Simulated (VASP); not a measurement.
Input of a VASP 6.6.1 run:

File INCAR:

```
PREC = Accurate ; ENCUT = 520
EDIFF = 1E-6 ; ISMEAR = 0
SIGMA = 0.1 ; LREAL = F
LASPH = T ; NELM = 100
ALGO = Normal ; ISIF = 2
LWAVE = F ; LCHARG = F
NBANDS = 36
```

The input KPOINTS:

```
regular mesh
0
Gamma
  7 7 4
```

File POSCAR:

```
Ge
1.0
    4.0631318465      0.0000000000      0.0000000000
   -2.0315659232      3.5187753677      0.0000000000
    0.0000000000      0.0000000000      6.7075837564
Ge
4
Direct
    0.6666666667      0.3333333333      0.0629010000
    0.3333333333      0.6666666667      0.5629010000
    0.6666666667      0.3333333333      0.4370990000
    0.3333333333      0.6666666667      0.9370990000
```

Potentials or basis: VASP PAW LDA potentials, release 64 (Ge_d).

The run is started by

```sh
$ cat potpaw_LDA.64/Ge_d/POTCAR > POTCAR
$ mpirun -np 1 vasp_std > vasp.out
```

Question: Predict the pressure.

Answer: -4.5 GPa.

Question: Estimate the largest force.

Answer: 0.030 eV/Å.

Question: Estimate the band gap on the k mesh.

Answer: 0.03 eV, indirect (least direct gap 0.11 eV).

Stress tensor (GPa, compression positive):
```
-4.33  0.00  0.00
 0.00 -4.33  0.00
 0.00  0.00 -4.79
```

A k mesh can miss the band edges.
